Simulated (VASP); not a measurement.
# B16P16H (a cell with a defect) in VASP: a series of runs

Runs on B16P16H (a cell with a defect). Level: PBE. Tasks: single point.

Program: VASP 6.6.1. These are calculated values, not measurements. Logs are shortened: lines on timing, memory, paths and dates and some standing lists are left out, and cuts for length are marked.

## (1) The cell of the first run

The cell holds a defect, 33 atoms: a = 7.878 Å, b = 7.878 Å, c = 7.878 Å, α = 109.47°, β = 109.47°, γ = 109.47°.

## (2) Single point, PBE

The input, INCAR:

```
  PREC = Accurate
  ENCUT = 520
  EDIFF = 1E-7
  ISMEAR = 0
  SIGMA = 0.02
  LREAL = Auto
  LASPH = True
  NELM = 80
  ALGO = Normal
  ISIF = 2
  LWAVE = False
  LCHARG = False
  GGA = PE
  NBANDS = 86
  NELECT = 130.0
```

The input, KPOINTS:

```
Automatic mesh
0
Gamma
  2 2 2
  0.5 0.5 0.5
```

The input, POSCAR:

```
B16P16H
1.0
   -4.5481928018      4.5481928018     -4.5481928018
   -4.5481928018     -4.5481928018      4.5481928018
    4.5481928018      4.5481928018      4.5481928018
B P H
16 16 1
Direct
    0.2544472168      0.2467973652      0.4965926245
    0.0000005497      0.5006774337      0.4959220284
    0.0000046172      0.2452242129      0.6981795052
    0.7480658029      0.7446444440      0.4962432549
    0.7502965790      0.4980481476      0.7477401791
    0.7507106996      0.2467536116     -0.0013785695
    0.4974613211     -0.0051289602      0.4961752059
    0.5001788840      0.7467213128      0.7463145579
    0.5025380628      0.4974107516     -0.0012864450
    0.4998208297      0.2465417692      0.2461349043
    0.2519340208     -0.0034186106      0.7481778254
    0.2497075321      0.7477548002     -0.0025537616
    0.2492895639      0.4960435053      0.2479122036
   -0.0000007695     -0.0023767682     -0.0017032040
   -0.0000006596      0.7466426003      0.2460884023
    0.7455590930     -0.0076443549      0.2421512341
    0.0000006596     -0.0043981205      0.2459899016
    0.7488278638      0.2466303758      0.2461883321
    0.7403548281     -0.0124490105      0.4890806298
    0.4991435278      0.4957437159      0.2468653043
    0.5022574019      0.2467802156      0.4955666125
    0.5008568456     -0.0033990424      0.7477220400
    0.2487739745      0.7456898042      0.2465159348
    0.2511715202      0.4978014562      0.4973613913
    0.2596452155      0.2471998328      0.7487244161
    0.2498962884     -0.0026346728     -0.0024641655
    0.0000006596      0.7488684294      0.4955583675
    0.0000040675      0.5035111966      0.7464444996
    0.0000003298      0.2469976646     -0.0000205576
    0.7501030956      0.7474684228      0.7476384903
    0.7512252996      0.4969147304     -0.0022581497
    0.4977453900      0.7445250559     -0.0066889205
    0.0000078053      0.2350564381      0.5320692428
```

Potentials or basis: VASP PAW PBE potentials, release 64 (B, P, H).

Launch:

```
$ cat potpaw_PBE.64/B/POTCAR potpaw_PBE.64/P/POTCAR potpaw_PBE.64/H/POTCAR > POTCAR
$ mpirun -np 1 vasp_std > vasp.out
```

OUTCAR:

```text
PREC = Accurate
   ENCUT = 520
   EDIFF = 1E-7
   ISMEAR = 0
   LREAL = Auto
   LASPH = True
   NELM = 80
   ISIF = 2
   GGA = PE
   NELECT = 130.0

 ion  position               nearest neighbor table
   1  0.254  0.247  0.497-  21 1.95  25 1.97  24 1.98  17 1.99
   2  0.000  0.501  0.496-  27 1.96  28 1.97  24 1.98  18 1.98
   3  0.000  0.245  0.698-  33 1.28  28 1.94  25 1.94  19 1.94  29 2.37
   4  0.748  0.745  0.496-  19 1.95  20 1.96  30 1.97  27 1.98
   5  0.750  0.498  0.748-  28 1.96  30 1.97  31 1.97  21 1.97
   6  0.751  0.247  0.999-  18 1.96  29 1.96  31 1.97  22 1.97
   7  0.497  0.995  0.496-  19 1.95  23 1.96  22 1.97  21 1.97
   8  0.500  0.747  0.746-  32 1.96  24 1.96  22 1.96  30 1.96
   9  0.503  0.497  0.999-  25 1.95  31 1.96  20 1.97  32 1.97
[... 21 lines left out ...]
  31  0.751  0.497  0.998-  15 1.96   9 1.96   5 1.97   6 1.97
  32  0.498  0.745  0.993-  16 1.95   8 1.96  12 1.97   9 1.97
  33  0.000  0.235  0.532-   3 1.28

  LATTYP: Found a body centered cubic cell.
 ALAT       =     9.0963856036

  Lattice vectors:

 A1 = (  -4.5481928018,   4.5481928018,  -4.5481928018)
 A2 = (  -4.5481928018,  -4.5481928018,   4.5481928018)
 A3 = (   4.5481928018,   4.5481928018,   4.5481928018)

Analysis of symmetry for initial positions (statically):
=====================================================================
 Subroutine PRICEL returns:
 Original cell was already a primitive cell.

 Routine SETGRP: Setting up the symmetry group for a
 body centered cubic supercell.

 Subroutine GETGRP returns: Found  1 space group operations
 (whereof  1 operations were pure point group operations)
 out of a pool of 48 trial point group operations.

The static configuration has the point symmetry C_1 .

Analysis of symmetry for dynamics (positions and initial velocities):
=====================================================================
 Subroutine PRICEL returns:
 Original cell was already a primitive cell.

 Routine SETGRP: Setting up the symmetry group for a
 body centered cubic supercell.

 Subroutine GETGRP returns: Found  1 space group operations
 (whereof  1 operations were pure point group operations)
 out of a pool of 48 trial point group operations.

The dynamic configuration has the point symmetry C_1 .

 Subroutine INISYM returns: Found  1 space group operations
 (whereof  1 operations are pure point group operations),
 and found     1 'primitive' translations

----------------------------------------------------------------------------------------

                                     Primitive cell

  volume of cell :     376.3367

  direct lattice vectors                    reciprocal lattice vectors
    -4.548192802  4.548192802 -4.548192802    -0.109933774  0.109933774  0.000000000
    -4.548192802 -4.548192802  4.548192802    -0.109933774  0.000000000  0.109933774
     4.548192802  4.548192802  4.548192802     0.000000000  0.109933774  0.109933774

  length of vectors
     7.877701015  7.877701015  7.877701015     0.155469834  0.155469834  0.155469834

  position of ions in fractional coordinates (direct lattice)
     0.254447217  0.246797365  0.496592625
     0.000000550  0.500677434  0.495922028
     0.000004617  0.245224213  0.698179505
     0.748065803  0.744644444  0.496243255
     0.750296579  0.498048148  0.747740179
     0.750710700  0.246753612  0.998621431
[... 25 lines left out ...]
     0.497745390  0.744525056  0.993311080
     0.000007805  0.235056438  0.532069243

  ion indices of the primitive-cell ions
   primitive index   ion index
                 1           1
                 2           2
                 3           3
                 4           4
                 5           5
                 6           6
[... 25 lines left out ...]
                32          32
                33          33

----------------------------------------------------------------------------------------

 KPOINTS: Automatic mesh

Automatic generation of k-mesh.
 Grid dimensions read from file:
 generate k-points for:    2    2    2

[... 44 lines left out ...]
 Gauss-broadening in eV      SIGMA  =   0.02
  energy-cutoff  :      520.00
  volume of cell :      376.34
 maximum number of plane-waves:     10168
 NGX is ok and might be reduce to    60
   NGX = 29   NGY = 29   NGZ = 29

 number of electron     129.9999997 magnetization

 Free energy of the ion-electron system (eV)
  ---------------------------------------------------
  ext. energy  EPLUGINS =         0.00000000
  ---------------------------------------------------
  free energy    TOTEN  =      -199.37009831 eV

  energy without entropy =     -199.37009831  energy(sigma->0) =     -199.37009831

 E-fermi :   8.0285     XC(G=0): -10.9518

 val. band max:        7.8857330376   @ k =  -0.2500   0.2500   0.2500
 cond. band min:       8.8598092118   @ k =   0.2500   0.2500  -0.2500
 fundamental gap:      0.9740761742
 Fermi energy:         8.0284701965

 k-point     1 :       0.2500    0.2500    0.2500
  band No.  band energies     occupation
      1      -7.1491      2.00000
      2      -7.0291      2.00000
      3      -7.0253      2.00000
      4      -6.8756      2.00000
      5      -4.6403      2.00000
      6      -4.4718      2.00000
[... 69 lines left out ...]
     76      10.0856      0.00000
     77      10.9885      0.00000

 k-point     2 :      -0.2500    0.2500    0.2500
  band No.  band energies     occupation
      1      -7.7542      2.00000
      2      -6.4394      2.00000
      3      -6.3149      2.00000
      4      -6.3042      2.00000
      5      -6.1359      2.00000
      6      -5.1871      2.00000
[... 69 lines left out ...]
     76      11.1563      0.00000
     77      11.2739      0.00000

 k-point     3 :       0.2500   -0.2500    0.2500
  band No.  band energies     occupation
      1      -7.7539      2.00000
      2      -6.4480      2.00000
      3      -6.3095      2.00000
      4      -6.3040      2.00000
      5      -6.1328      2.00000
      6      -5.1887      2.00000
[... 69 lines left out ...]
     76      11.1614      0.00000
     77      11.2740      0.00000

 k-point     4 :       0.2500    0.2500   -0.2500
  band No.  band energies     occupation
      1      -7.7539      2.00000
      2      -6.4480      2.00000
      3      -6.3095      2.00000
      4      -6.3040      2.00000
      5      -6.1329      2.00000
      6      -5.1886      2.00000
[... 69 lines left out ...]
     76      11.1614      0.00000
     77      11.2740      0.00000
 [bands above 77 left out]

------------------------ aborting loop because EDIFF is reached ----------------------------------------

  FORCE on cell =-STRESS in cart. coord.  units (eV):
  Direction    XX          YY          ZZ          XY          YZ          ZX
  --------------------------------------------------------------------------------------
  -------------------------------------------------------------------------------------
  Total       15.8687651     15.8690776     15.3657386      0.0697103      0.6915939      0.6920034
  in kB       67.5580526     67.5593831     65.4165192      0.2967776      2.9443210      2.9460641
  external PRESSURE =      66.8446516 kB  Pullay stress =       0.0000000 kB

 VOLUME and BASIS-vectors are now :
 -----------------------------------------------------------------------------
  energy-cutoff  :      520.00
  volume of cell :      376.34
      direct lattice vectors                 reciprocal lattice vectors
    -4.548192802  4.548192802 -4.548192802    -0.109933774  0.109933774  0.000000000
    -4.548192802 -4.548192802  4.548192802    -0.109933774  0.000000000  0.109933774
     4.548192802  4.548192802  4.548192802     0.000000000  0.109933774  0.109933774

 POSITION                                       TOTAL-FORCE (eV/Angst)
 -----------------------------------------------------------------------------------
     -0.02116      2.29339      2.22381         0.008915      0.007335      0.001096
     -0.02163     -0.02163      4.53272         0.009991      0.009945     -0.002016
      2.06011      2.06015      4.29076        -0.033454     -0.034222     -0.045053
     -4.53212      2.27257      2.24145         0.006045      0.006914     -0.004020
     -2.27685      4.54814      2.25359         0.007917      0.004843     -0.000438
      0.00526      6.83402      2.24983         0.003377      0.008556     -0.003537
[... 25 lines left out ...]
     -1.13232      3.39537      5.64017         0.006519      0.004391     -0.008370
      1.35084      1.35091      3.48900        -0.208558     -0.208947      0.169142
 -----------------------------------------------------------------------------------
    total drift:                                0.002801      0.003488     -0.028488

  FREE ENERGIE OF THE ION-ELECTRON SYSTEM (eV)
  ---------------------------------------------------
  free  energy   TOTEN  =      -199.3700983068 eV

  energy  without entropy=     -199.3700983068  energy(sigma->0) =     -199.37009831
```

Run time: 13 min. Hardware: 1 thread of Intel Xeon 8259CL, shared host; peak memory 0.51 GiB.

Results:

```
Free energy   : -199.3701 eV
Largest force : 0.340 eV/Å
```

Forces on the atoms (eV/Å):
```
B    0.009  0.007  0.001
B    0.010  0.010 -0.002
B   -0.033 -0.034 -0.045
B    0.006  0.007 -0.004
B    0.008  0.005  0.000
B    0.003  0.009 -0.004
B   -0.001  0.012 -0.008
B    0.006  0.010  0.002
B    0.012 -0.001 -0.008
B    0.010  0.006  0.002
B    0.007  0.006 -0.004
B    0.005  0.008  0.000
B    0.009  0.003 -0.004
B    0.011  0.011  0.012
B    0.011  0.011 -0.002
B    0.008  0.009  0.001
P    0.023  0.023 -0.008
P    0.014  0.000 -0.002
P    0.013  0.005 -0.024
P    0.013  0.007 -0.009
P    0.004  0.007 -0.009
P    0.007  0.013 -0.009
P    0.009  0.007 -0.006
P   -0.001  0.014 -0.002
P    0.005  0.014 -0.024
P    0.007  0.010  0.000
P    0.003  0.003 -0.007
P   -0.004 -0.004  0.006
P    0.013  0.013  0.004
P    0.010  0.008  0.000
P    0.007  0.009 -0.006
P    0.007  0.004 -0.008
H   -0.209 -0.209  0.169
```

Caveat: the cell carries a net charge on a neutralising background, which shifts energy and pressure; the cell is charged against a uniform background, so pressure and absolute levels hang on convention.

## (3) Single point, PBE

The input, INCAR:

```
PREC = Accurate ; ENCUT = 520
EDIFF = 1E-6 ; ISMEAR = 0
SIGMA = 0.02 ; LREAL = Auto
LASPH = True ; NELM = 80
ALGO = Normal ; ISIF = 2
LWAVE = False ; LCHARG = True
GGA = PE ; LELF = True
LVHAR = True ; NBANDS = 86
NELECT = 130.0
```

KPOINTS is that of step 2.

The input, POSCAR:

```
B16P16H
1.0
   -4.5481928018      4.5481928018     -4.5481928018
   -4.5481928018     -4.5481928018      4.5481928018
    4.5481928018      4.5481928018      4.5481928018
B P H
16 16 1
Direct
    0.2446290315      0.2473851811      0.4953335529
   -0.0000003298      0.4948020231      0.4957895582
    0.0000016490      0.2475300738      0.7460877645
    0.7496357671      0.7475906691      0.4963823212
    0.7502467790      0.4977670470      0.7466531539
    0.7487990612      0.2475273255     -0.0045271828
    0.5000425662     -0.0026758980      0.4964841198
    0.5019378244      0.7494432731      0.7475090983
    0.4999607754      0.4972852072     -0.0035561377
    0.4980600205      0.2475066579      0.2455680858
    0.2503674645     -0.0020434490      0.7467481367
    0.2497585414      0.7475221804     -0.0035910967
    0.2512024115      0.4987288576      0.2466766579
    0.0000008795     -0.0037516000     -0.0047027470
    0.0000010993      0.7452268731      0.2453151281
    0.7554112479      0.0027967152      0.2507391506
    0.0000058265     -0.0068266675      0.2435819123
    0.7466362241      0.2478945043      0.2443316606
    0.7495639804     -0.0029177523      0.4969494695
    0.4997971940      0.4977751821      0.2464775679
    0.5011516880      0.2476208791      0.4968360178
    0.5002036191     -0.0020236609      0.7466801976
    0.2503718619      0.7472972559      0.2463623573
    0.2533577731      0.5012464509      0.4976942708
    0.2504398010      0.2475198500      0.7473850930
    0.2496462990     -0.0027472450     -0.0038974821
    0.0000028583      0.7492367075      0.4968518483
    0.0000015391      0.4980709039      0.7473292466
    0.0000029682      0.2476316526     -0.0022962967
    0.7503545141      0.7476073791      0.7464583513
    0.7496304903      0.4969278125     -0.0040096145
    0.4988605582      0.7464784691     -0.0043063258
   -0.0000535377      0.2432318831      0.4479990380
```

Potentials or basis: VASP PAW PBE potentials, release 64 (B, P, H).

Launch:

```
$ cat potpaw_PBE.64/B/POTCAR potpaw_PBE.64/P/POTCAR potpaw_PBE.64/H/POTCAR > POTCAR
$ mpirun -np 1 vasp_std > vasp.out
```

Wall time 13 min (1 thread of Intel Xeon 8259CL, shared host); peak memory 0.51 GiB.

Results (log left out):

| Quantity | Value |
| --- | --- |
| Free energy | -199.1574 eV |
| Largest force | 0.614 eV/Å |

Forces in eV/Å, atoms in the order of the input:
```
B    0.012 -0.054  0.004
B    0.025  0.025 -0.071
B    0.005  0.005  0.011
B    0.004 -0.008 -0.010
B   -0.010 -0.014 -0.002
B   -0.014 -0.014 -0.008
B   -0.005 -0.011 -0.012
B   -0.003 -0.010  0.000
B   -0.011 -0.005 -0.012
B   -0.010 -0.003  0.000
B   -0.008  0.004 -0.010
B   -0.014 -0.010 -0.002
B   -0.014 -0.014 -0.008
B   -0.010 -0.010 -0.017
B   -0.007 -0.007 -0.013
B   -0.054  0.012  0.004
P   -0.012 -0.012 -0.048
P   -0.019 -0.043  0.019
P   -0.027 -0.006  0.008
P   -0.018 -0.004 -0.029
P   -0.015 -0.004 -0.026
P   -0.004 -0.018 -0.029
P   -0.009 -0.013  0.006
P   -0.043 -0.019  0.019
P   -0.007 -0.027  0.008
P   -0.010 -0.006 -0.010
P   -0.006 -0.006 -0.029
P   -0.017 -0.017 -0.048
P   -0.023 -0.023 -0.034
P   -0.007 -0.010 -0.010
P   -0.013 -0.009  0.006
P   -0.003 -0.015 -0.026
H    0.347  0.347  0.369
```

Levels at points of the mesh, in eV from the Fermi level:
```
           k point  band 62  band 63  band 64  band 65  band 66  band 67  band 68  band 69
(0.25, 0.25, 0.25)    -1.96    -1.92    -1.90    -0.31     1.61     1.61     1.62     1.65
```

Caveat: the cell carries a net charge on a neutralising background, which shifts energy and pressure; the cell is charged against a uniform background, so pressure and absolute levels hang on convention.

## (4) Single point, PBE

The input, INCAR:

```
ALGO     = Normal         # electronic algorithm
EDIFF    = 1E-6           # SCF threshold, eV
ENCUT    = 520            # plane-wave cutoff, eV
GGA      = PE             # functional
ISIF     = 2              # what is computed and relaxed
ISMEAR   = 0              # smearing method
LASPH    = T              # aspherical terms in the spheres
LCHARG   = T              # write CHGCAR
LELF     = T              # ELF
LREAL    = Auto         
LVHAR    = T            
LWAVE    = F              # write WAVECAR
NBANDS   = 86             # bands
NELECT   = 130.0        
NELM     = 100            # most SCF steps
PREC     = Accurate       # precision mode
SIGMA    = 0.02           # smearing width, eV
```

KPOINTS is that of step 3.

The input, POSCAR:

```
B16P16H
1.0
   -4.5481928018      4.5481928018     -4.5481928018
   -4.5481928018     -4.5481928018      4.5481928018
    4.5481928018      4.5481928018      4.5481928018
B P H
16 16 1
Direct
    0.2541270897      0.2487435228      0.5007814311
    0.0000003298      0.5029312959      0.5007237158
    0.0000016490      0.2488143202      0.7479920373
    0.7500354863      0.7491225963      0.4977297794
    0.7502808585      0.4987504046      0.7476743287
    0.7493026678      0.2487662791     -0.0020533430
    0.5003160814     -0.0012005867      0.4977362655
    0.5032241595      0.7520149539      0.7496385155
    0.4996870403      0.4984855741     -0.0025780569
    0.4967765437      0.2487921136      0.2464145758
    0.2499670857     -0.0009116808      0.7476954360
    0.2497227029      0.7484713486     -0.0026045510
    0.2506989149      0.4994642046      0.2486450222
    0.0000009894     -0.0019560516     -0.0020614781
    0.0000014291      0.7454515777      0.2463428990
    0.7458785605     -0.0053781801      0.2466585189
    0.0000018689     -0.0015018053      0.2493957599
    0.7497647194      0.2487896950      0.2494280804
    0.7489967221     -0.0022198927      0.4979810880
    0.4996202006      0.4990036920      0.2478621838
    0.5019604708      0.2487671586      0.4979010562
    0.5003818218     -0.0006161788      0.7482427963
    0.2502146566      0.7483861499      0.2478212884
    0.2502340049      0.4990217211      0.4996625251
    0.2510067294      0.2487849679      0.7489856188
    0.2494147784     -0.0014346358     -0.0023735801
    0.0000012093      0.7507991963      0.4978682960
    0.0000015391      0.4998241278      0.7489567062
    0.0000010993      0.2487643003     -0.0000241854
    0.7505871340      0.7491515088      0.7482128943
    0.7497879155      0.4981730324     -0.0023923788
    0.4980441900      0.7468100294     -0.0040561165
   -0.0000122026      0.2474663122      0.3494629778
```

Launch:

```
$ cat potpaw_PBE.64/B/POTCAR potpaw_PBE.64/P/POTCAR potpaw_PBE.64/H/POTCAR > POTCAR
$ mpirun -np 1 vasp_std > vasp.out
```

Run time: 13 min. Hardware: 1 thread of Intel Xeon 8259CL, shared host; peak memory 0.51 GiB.

The run converged. Its results:

| Property | Result |
| --- | --- |
| Free energy | -199.1208 eV |
| Largest force | 1.013 eV/Å |

Forces in eV/Å, atoms in the order of the input:
```
B   -0.015  0.083 -0.010
B   -0.007 -0.007  0.079
B    0.019  0.019  0.021
B    0.014  0.016  0.017
B    0.016  0.016  0.015
B    0.020  0.026  0.023
B    0.013  0.015  0.017
B    0.007  0.020  0.022
B    0.015  0.013  0.017
B    0.020  0.007  0.022
B    0.016  0.014  0.017
B    0.016  0.016  0.015
B    0.026  0.020  0.023
B    0.019  0.019  0.029
B    0.021  0.021  0.007
B    0.083 -0.015 -0.010
P    0.016  0.016  0.062
P    0.016  0.067  0.006
P    0.021  0.011  0.012
P    0.013  0.016  0.014
P    0.010  0.021  0.010
P    0.016  0.013  0.014
P    0.015  0.019  0.014
P    0.067  0.016  0.006
P    0.011  0.021  0.012
P    0.017  0.016  0.014
P    0.016  0.016  0.011
P    0.012  0.012  0.017
P    0.028  0.028  0.023
P    0.016  0.017  0.014
P    0.019  0.015  0.014
P    0.021  0.010  0.010
H   -0.597 -0.597 -0.560
```

Levels at points of the mesh, in eV from the Fermi level:
| k point | band 63 | band 64 | band 65 | band 66 | band 67 | band 68 |
| --- | --- | --- | --- | --- | --- | --- |
| (0.25, 0.25, 0.25) | -1.93 | -1.93 | -0.18 | 1.57 | 1.62 | 1.62 |

Caveat: the cell carries a net charge on a neutralising background, which shifts energy and pressure; the cell is charged against a uniform background, so pressure and absolute levels hang on convention.
